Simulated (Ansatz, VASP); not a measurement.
# WSe3 in VASP and in Ansatz

```
W Se
1.0
     4.62315    0.00000    0.00000
    -2.31158    4.00377    0.00000
     0.00000    0.00000    8.21564
W Se
2 6
Direct
  0.33333 0.66667 0.25000
  0.66667 0.33333 0.75000
  0.00000 0.00000 0.25000
  0.00000 0.00000 0.75000
  0.33333 0.66667 0.58081
  0.66667 0.33333 0.08081
  0.66667 0.33333 0.41919
  0.33333 0.66667 0.91919
```

Change from the starting cell: species swapped into the Na3P type (P6_3/mmc, No. 194).

Alike in both runs: functional PBE; k mesh 12 × 12 × 6; occupations gaussian, width 0.1 eV; no spin polarisation.

Ansatz relaxed the structure, and its values are those at the end. VASP's run is a single point on that final structure, the one shown.

```csv
,VASP,Ansatz
version,VASP 6.6.1,Ansatz 0.2.0
potentials or method,"VASP PAW PBE potentials, release 64 (W_sv, Se), cutoff 520 eV","scalar-relativistic, plane waves, PAW"
valence electrons in the cell,64,124
```

VASP gave:

| Quantity | Value |
| --- | --- |
| gap on the k mesh at the Fermi level (eV) | none |
| pressure (GPa) | 0.1 |
| rms of the force components (eV/Å) | 0.004 |

Q: Which values does Ansatz return?

A: gap on the k mesh at the Fermi level (eV): none; pressure (GPa): 0.0; rms of the force components (eV/Å): 0.002.

A gap of «none» marks a metal or a gap that the smearing closes. The functional is the same, so the differences come from potentials, cutoffs and numerics. VASP's potentials hold 64 valence electrons a cell and Ansatz's 124, so a difference there can come from the potentials and not from the codes.

Neither program's run includes spin-orbit coupling.
